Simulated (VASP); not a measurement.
Runs of VASP 6.6.1 on C. It takes space group P6_3/mmc (No. 194, hexagonal). Conventional cell: a = 2.503 Å, b = 2.503 Å, c = 4.169 Å, α = 90.00°, β = 90.00°, γ = 120.00°. Within 2.0 Å of C (site symmetry 3m) lie 4 C at 1.54 to 1.56 Å. 

```csv
level,potentials or basis,k mesh,gap on the mesh (eV),pressure (GPa),largest force (eV/Å)
LDA,"VASP PAW LDA potentials, release 64 (C)",6 × 6 × 4,(b),-9.1,-
PBE,"VASP PAW PBE potentials, release 64 (C)",6 × 6 × 4,3.31,4.9,0.01
r2SCAN,"VASP PAW PBE potentials, release 64 (C)",6 × 6 × 4,3.56,(a),-
PBE,"VASP PAW PBE potentials, release 64 (C)",9 × 9 × 4,3.31,4.8,0.02
```

Alike in all rows: task single point; no spin polarisation; cell as given; cutoff (eV) 520; smearing gaussian 0.01 eV.

Question: Estimate the missing entries.

Answer: (a) 1.2; (b) 3.10.

Caveats: some runs use coarse meshes; the PAW data sets were made with another functional, which shifts forces and pressure a little (some runs).

A k mesh can miss the band edges.
